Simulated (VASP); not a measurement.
# YTl (P4/mmm) in VASP: notebook

YTl is run at these levels: LDA; tasks: single point.

Program: VASP 6.6.1. These are calculated values, not measurements. Logs are shortened: lines on timing, memory, paths and dates and some standing lists are left out, and cuts for length are marked.

## (1) The cell of the first run

The structure is tetragonal, space group P4/mmm (No. 123). The conventional cell has a = 3.676 Å, b = 3.676 Å, c = 3.751 Å, α = 90.00°, β = 90.00°, γ = 90.00°. Y (site symmetry 4/mmm) has 8 Tl at 3.21 Å and 6 Y at 3.68 to 3.75 Å within 4.2 Å. Tl (site symmetry 4/mmm) has 8 Y at 3.21 Å and 6 Tl at 3.68 to 3.75 Å within 4.2 Å.

## (2) Single point, LDA (equal xx and yy strain of -2 %)

INCAR

```
PREC     = Accurate       # precision mode
ENCUT    = 520            # plane-wave cutoff, eV
EDIFF    = 1E-6           # SCF threshold, eV
ISMEAR   = -1             # smearing method
SIGMA    = 0.08           # smearing width, eV
LREAL    = F              # projectors in reciprocal space
LASPH    = T              # aspherical terms in the spheres
NELM     = 100            # most SCF steps
ALGO     = Normal         # electronic algorithm
ISIF     = 2              # what is computed and relaxed
LWAVE    = F              # write WAVECAR
LCHARG   = F              # write CHGCAR
NBANDS   = 19             # bands
```

KPOINTS

```
Automatic mesh
0
Gamma
  11 11 11
```

POSCAR

```
YTl
1.0
    3.6759800000      0.0000000000      0.0000000000
    0.0000000000      3.6759800000      0.0000000000
    0.0000000000      0.0000000000      3.7510000000
Y Tl
1 1
Direct
    0.5000000000      0.5000000000      0.5000000000
    0.0000000000      0.0000000000      0.0000000000
```

Potentials or basis: VASP PAW LDA potentials, release 64 (Y_sv, Tl_d).

The run is started by

```console
cat potpaw_LDA.64/Y_sv/POTCAR potpaw_LDA.64/Tl_d/POTCAR > POTCAR
mpirun -np 1 vasp_std > vasp.out
```

OUTCAR:

```text
PREC = Accurate
   ENCUT = 520
   EDIFF = 1E-6
   ISMEAR = -1
   LREAL = F
   LASPH = T
   NELM = 100
   ISIF = 2

 ion  position               nearest neighbor table
   1  0.500  0.500  0.500-   2 3.21   2 3.21   2 3.21   2 3.21   2 3.21   2 3.21   2 3.21   2 3.21

   2  0.000  0.000  0.000-   1 3.21   1 3.21   1 3.21   1 3.21   1 3.21   1 3.21   1 3.21   1 3.21

  LATTYP: Found a simple tetragonal cell.
 ALAT       =     3.6759800000
 C/A-ratio  =     1.0204081633

  Lattice vectors:

 A1 = (   3.6759800000,   0.0000000000,   0.0000000000)
 A2 = (   0.0000000000,   3.6759800000,   0.0000000000)
 A3 = (   0.0000000000,   0.0000000000,   3.7510000000)

Analysis of symmetry for initial positions (statically):
=====================================================================
 Subroutine PRICEL returns:
 Original cell was already a primitive cell.

 Routine SETGRP: Setting up the symmetry group for a
 simple tetragonal supercell.

 Subroutine GETGRP returns: Found 16 space group operations
 (whereof 16 operations were pure point group operations)
 out of a pool of 16 trial point group operations.

The static configuration has the point symmetry D_4h.

Analysis of symmetry for dynamics (positions and initial velocities):
=====================================================================
 Subroutine PRICEL returns:
 Original cell was already a primitive cell.

 Routine SETGRP: Setting up the symmetry group for a
 simple tetragonal supercell.

 Subroutine GETGRP returns: Found 16 space group operations
 (whereof 16 operations were pure point group operations)
 out of a pool of 16 trial point group operations.

The dynamic configuration has the point symmetry D_4h.

 Subroutine INISYM returns: Found 16 space group operations
 (whereof 16 operations are pure point group operations),
 and found     1 'primitive' translations

----------------------------------------------------------------------------------------

                                     Primitive cell

  volume of cell :      50.6866

  direct lattice vectors                    reciprocal lattice vectors
     3.675980000  0.000000000  0.000000000     0.272036301  0.000000000  0.000000000
     0.000000000  3.675980000  0.000000000     0.000000000  0.272036301  0.000000000
     0.000000000  0.000000000  3.751000000     0.000000000  0.000000000  0.266595575

  length of vectors
     3.675980000  3.675980000  3.751000000     0.272036301  0.272036301  0.266595575

  position of ions in fractional coordinates (direct lattice)
     0.500000000  0.500000000  0.500000000
     0.000000000  0.000000000  0.000000000

  ion indices of the primitive-cell ions
   primitive index   ion index
                 1           1
                 2           2

----------------------------------------------------------------------------------------

 KPOINTS: Automatic mesh

Automatic generation of k-mesh.
 Grid dimensions read from file:
 generate k-points for:   11   11   11

 Generating k-lattice:

  Cartesian coordinates                     Fractional coordinates (reciprocal lattice)
     0.024730573  0.000000000  0.000000000     0.090909091  0.000000000  0.000000000
     0.000000000  0.024730573  0.000000000     0.000000000  0.090909091  0.000000000
     0.000000000  0.000000000  0.024235961     0.000000000  0.000000000  0.090909091

  Length of vectors
     0.024730573  0.024730573  0.024235961

  Shift w.r.t. Gamma in fractional coordinates (k-lattice)
     0.000000000  0.000000000  0.000000000

 Subroutine IBZKPT returns following result:
 ===========================================

 Found    126 irreducible k-points:

 Following reciprocal coordinates:
            Coordinates               Weight
  0.000000  0.000000  0.000000      1.000000
  0.090909  0.000000  0.000000      4.000000
  0.181818  0.000000  0.000000      4.000000
  0.272727  0.000000  0.000000      4.000000
  0.363636  0.000000  0.000000      4.000000
  0.454545  0.000000  0.000000      4.000000
[... 16 lines left out ...]
  0.090909  0.000000  0.090909      8.000000
  0.181818  0.000000  0.090909      8.000000
 [... further k-points ...]
   k-points           NKPTS =    126   k-points in BZ     NKDIM =    126   number of bands    NBANDS=     19
   number of dos      NEDOS =    301   number of ions     NIONS =      2
   total plane-waves  NPLWV =  21952
   dimension x,y,z NGX =    28 NGY =   28 NGZ =   28
   dimension x,y,z NGXF=    56 NGYF=   56 NGZF=   56
   ions per type =               1   1
   NGX,Y,Z   is equivalent  to a cutoff of  12.66, 12.66, 12.41 a.u.
   NGXF,Y,Z  is equivalent  to a cutoff of  25.33, 25.33, 24.82 a.u.
 SYSTEM =  unknown system
   PREC   = accura    normal or accurate (medium, high low for compatibility)
   ISTART =      0    job   : 0-new  1-cont  2-samecut
   ICHARG =      2    charge: 1-file 2-atom 10-const
   ISPIN  =      1    spin polarized calculation?
   LNONCOLLINEAR =      F non collinear calculations
   LSORBIT =      F    spin-orbit coupling
   LASPH  =      T    aspherical Exc in radial PAW
   ENCUT  =  520.0 eV  38.22 Ry    6.18 a.u.   6.83  6.83  6.97*2*pi/ulx,y,z
   NELM   =    100;   NELMIN=  2; NELMDL= -5     # of ELM steps
   EDIFF  = 0.1E-05   stopping-criterion for ELM
   LREAL  =      F    real-space projection
   EDIFFG = 0.1E-04   stopping-criterion for IOM
   NSW    =      0    number of steps for IOM
   IBRION =     -1    ionic relax: 0-MD 1-quasi-New 2-CG
   NFREE  =      0    steps in history (QN), initial steepest desc. (CG)
   ISIF   =      2    stress and relaxation
   ISYM   =      2    0-nonsym 1-usesym 2-fastsym
   POTIM  = 0.5000    time-step for ionic-motion
   TEBEG  =    0.0;   TEEND  =   0.0 temperature during run
   PSTRESS=    0.0 pullay stress
   NELECT =      24.0000    total number of electrons
   NUPDOWN=      -1.0000    fix difference up-down
   EMIN   =  10.00;   EMAX   =-10.00  energy-range for DOS
   EFERMI =   0.00;   METHOD = LEGACY
   ISMEAR =    -1;   SIGMA  =   0.08  broadening in eV -4-tet -1-fermi 0-gaus
   EFERMI_NEDOS =   21; number of points for ismear=-14 and -15
   IALGO  =     38    algorithm
   IMIX   =      4    mixing-type and parameters
     AMIX     =   0.40;   BMIX     =  1.00
     AMIX_MAG =   1.60;   BMIX_MAG =  1.00
  volume/ion in A,a.u.               =      25.34       171.03
  Fermi-wavevector in a.u.,A,eV,Ry     =   1.275991  2.411273 22.152352  1.628152
  Thomas-Fermi vector in A             =   2.408672
   LORBIT       =      0    0 simple, 1 ext, 2 COOP (PROOUT), +10 PAW based schemes
   GGA     = CA    functional components
   LHFCALC =     F    Hartree Fock is set to
   AEXX    =    0.0000 exact exchange contribution
   IVDW    =     0    specifies the selected vdW correction
   LEPSILON=     F    determine dielectric tensor
   LRPA    =     F    only Hartree local field effects (RPA)
 non-spin polarized calculation
  energy-cutoff  :      520.00
  volume of cell :       50.69
 maximum number of plane-waves:      1382
 NGX is ok and might be reduce to    28
   NGX = 13   NGY = 13   NGZ = 13

 number of electron      24.0000003 magnetization

 Free energy of the ion-electron system (eV)
  ---------------------------------------------------
  ext. energy  EPLUGINS =         0.00000000
  ---------------------------------------------------
  free energy    TOTEN  =       -10.91299033 eV

  energy without entropy =      -10.88729525  energy(sigma->0) =      -10.90014279

 E-fermi :   6.2611     XC(G=0): -10.9282

 val. band max:        6.2559402840   @ k =   0.0909   0.0000   0.4545
 cond. band min:       6.2908294369   @ k =   0.4545   0.0000   0.0909
 fundamental gap:      0.0348891530
 Fermi energy:         6.2611308200

 k-point     1 :       0.0000    0.0000    0.0000
  band No.  band energies     occupation
      1     -36.4213      2.00000
      2     -16.4846      2.00000
      3     -16.4553      2.00000
      4     -16.4553      2.00000
      5      -5.5613      2.00000
      6      -5.5427      2.00000
[... 11 lines left out ...]
     18       9.9743      0.00000
     19      12.2573      0.00000

 k-point     2 :       0.0909    0.0000    0.0000
  band No.  band energies     occupation
      1     -36.4199      2.00000
      2     -16.4831      2.00000
      3     -16.4788      2.00000
      4     -16.4538      2.00000
      5      -5.5473      2.00000
      6      -5.5259      2.00000
[... 11 lines left out ...]
     18      10.7579      0.00000
     19      12.9547      0.00000

 k-point     3 :       0.1818    0.0000    0.0000
  band No.  band energies     occupation
      1     -36.4161      2.00000
      2     -16.5411      2.00000
      3     -16.4791      2.00000
      4     -16.4499      2.00000
      5      -5.5332      2.00000
      6      -5.4581      2.00000
[... 11 lines left out ...]
     18      11.7748      0.00000
     19      13.9698      0.00000

 k-point     4 :       0.2727    0.0000    0.0000
  band No.  band energies     occupation
      1     -36.4111      2.00000
      2     -16.6213      2.00000
      3     -16.4739      2.00000
      4     -16.4447      2.00000
      5      -5.5182      2.00000
      6      -5.3673      2.00000
[... 11 lines left out ...]
     18      12.8737      0.00000
     19      14.4971      0.00000

 k-point     5 :       0.3636    0.0000    0.0000
  band No.  band energies     occupation
      1     -36.4065      2.00000
      2     -16.6937      2.00000
      3     -16.4692      2.00000
      4     -16.4400      2.00000
      5      -5.5045      2.00000
      6      -5.3310      2.00000
[... 11 lines left out ...]
     18      14.0566      0.00000
     19      14.2623      0.00000
[... 334 lines left out ...]
      2     -16.6835      2.00000
      3     -16.6821      2.00000
      4     -16.4352      2.00000
      5      -5.5535      2.00000
      6      -5.4089      2.00000
[... 11 lines left out ...]
     18      12.1020      0.00000
     19      12.5133      0.00000

 k-point    22 :       0.0000    0.0000    0.0909
  band No.  band energies     occupation
      1     -36.4202      2.00000
      2     -16.5045      2.00000
      3     -16.4542      2.00000
      4     -16.4542      2.00000
      5      -5.5576      2.00000
      6      -5.5196      2.00000
[... 11 lines left out ...]
     18      10.7087      0.00000
     19      12.9179      0.00000

 k-point    23 :       0.0909    0.0000    0.0909
  band No.  band energies     occupation
      1     -36.4188      2.00000
      2     -16.5031      2.00000
      3     -16.4772      2.00000
      4     -16.4527      2.00000
      5      -5.5405      2.00000
      6      -5.5062      2.00000
[... 11 lines left out ...]
     18      11.1886      0.00000
     19      13.6606      0.00000

 k-point    24 :       0.1818    0.0000    0.0909
  band No.  band energies     occupation
      1     -36.4150      2.00000
      2     -16.5397      2.00000
      3     -16.4976      2.00000
      4     -16.4485      2.00000
      5      -5.5200      2.00000
      6      -5.4456      2.00000
[... 11 lines left out ...]
     18      12.0466      0.00000
     19      14.7394      0.00000

 [... further k-points ...]

------------------------ aborting loop because EDIFF is reached ----------------------------------------

  FORCE on cell =-STRESS in cart. coord.  units (eV):
  Direction    XX          YY          ZZ          XY          YZ          ZX
  --------------------------------------------------------------------------------------
  -------------------------------------------------------------------------------------
  Total       -0.0982241     -0.0982241     -0.1925027      0.0000000     -0.0000000      0.0000000
  in kB       -3.1048113     -3.1048113     -6.0849096      0.0000000     -0.0000000      0.0000000
  external PRESSURE =      -4.0981774 kB  Pullay stress =       0.0000000 kB

 VOLUME and BASIS-vectors are now :
 -----------------------------------------------------------------------------
  energy-cutoff  :      520.00
  volume of cell :       50.69
      direct lattice vectors                 reciprocal lattice vectors
     3.675980000  0.000000000  0.000000000     0.272036301  0.000000000  0.000000000
     0.000000000  3.675980000  0.000000000     0.000000000  0.272036301  0.000000000
     0.000000000  0.000000000  3.751000000     0.000000000  0.000000000  0.266595575

 POSITION                                       TOTAL-FORCE (eV/Angst)
 -----------------------------------------------------------------------------------
      1.83799      1.83799      1.87550         0.000000      0.000000      0.000000
      0.00000      0.00000      0.00000         0.000000      0.000000      0.000000
 -----------------------------------------------------------------------------------
    total drift:                               -0.000000      0.000000      0.000000

  FREE ENERGIE OF THE ION-ELECTRON SYSTEM (eV)
  ---------------------------------------------------
  free  energy   TOTEN  =       -10.9129903269 eV

  energy  without entropy=      -10.8872952513  energy(sigma->0) =      -10.90014279
```

Run time: 39 s. Hardware: 1 thread of Intel Xeon 6975P-C (Granite Rapids), shared host; peak memory 0.25 GiB.

What came out:

```
Free energy            : -10.9130 eV
Pressure               : -0.4 GPa
Band gap on the k mesh : zero (bands 12 and 13 overlap by 2.23 eV)
```

Caveat: the cell differs from its parent crystal (equal xx and yy strain of -2 %); spin-orbit coupling is left out, which moves the levels of the heavy elements.

## (3) Single point, LDA (equal xx and yy strain of -1 %)

INCAR

```
  PREC = Accurate
  ENCUT = 520
  EDIFF = 1E-6
  ISMEAR = -1
  SIGMA = 0.08
  LREAL = False
  LASPH = True
  NELM = 60
  ALGO = Normal
  ISIF = 2
  LWAVE = False
  LCHARG = False
  NBANDS = 19
```

KPOINTS is that of step 2.

POSCAR

```
YTl
1.0
    3.7134900000      0.0000000000      0.0000000000
    0.0000000000      3.7134900000      0.0000000000
    0.0000000000      0.0000000000      3.7510000000
Y Tl
1 1
Direct
    0.5000000000      0.5000000000      0.5000000000
    0.0000000000      0.0000000000      0.0000000000
```

Potentials or basis: VASP PAW LDA potentials, release 64 (Y_sv, Tl_d).

The run is started by

```console
cat potpaw_LDA.64/Y_sv/POTCAR potpaw_LDA.64/Tl_d/POTCAR > POTCAR
mpirun -np 1 vasp_std > vasp.out
```

Run time: 35 s. Hardware: 1 thread of Intel Xeon 6975P-C (Granite Rapids), shared host; peak memory 0.25 GiB.

Results (log left out):

```
Free energy            : -10.9068 eV
Pressure               : -1.7 GPa
Band gap on the k mesh : zero (bands 12 and 13 overlap by 2.21 eV)
```

Stress tensor (GPa, compression positive):
```
-1.69  0.00  0.00
 0.00 -1.69  0.00
 0.00  0.00 -1.83
```

Levels at points of the mesh, in eV from the Fermi level:
```csv
k point,band 9,band 10,band 11,band 12,band 13,band 14,band 15,band 16
"(0.00, 0.00, 0.00)",-11.51,-9.15,-0.15,-0.15,3.01,3.20,3.20,3.54
```

Caveat: the cell differs from its parent crystal (equal xx and yy strain of -1 %); spin-orbit coupling is left out, which moves the levels of the heavy elements.

(Continued in part 2 of 2.)

The gap in the log of VASP goes by the Fermi energy; the results here count the filled bands.